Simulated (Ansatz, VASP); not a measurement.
**LiF: VASP beside Ansatz**

```
CELL_PARAMETERS angstrom
0.00000 2.14461 2.14461
2.14461 0.00000 2.14461
2.14461 2.14461 0.00000
ATOMIC_POSITIONS crystal
Li 0.00000 0.00000 0.00000
F 0.25000 0.25000 0.25000
```

Alike in both runs: task single point; functional PBE; k mesh 10 × 10 × 10; no spin polarisation.

```csv
,VASP,Ansatz
version,VASP 6.6.1,Ansatz 0.2.0
potentials or method,"VASP PAW PBE potentials, release 64 (Li_sv, F)","plane waves, PAW"
plane-wave cutoff (eV),520,420
occupations,"gaussian, width 0.01 eV",fixed
valence electrons in the cell,10,10
```

|  | VASP | Ansatz | Ansatz less VASP |
| --- | --- | --- | --- |
| gap on the k mesh at the Fermi level (eV) | 7.92 | 7.93 | +0.013 |

Noted on VASP's run: the cutoff is short for stress, so the pressure is rough.
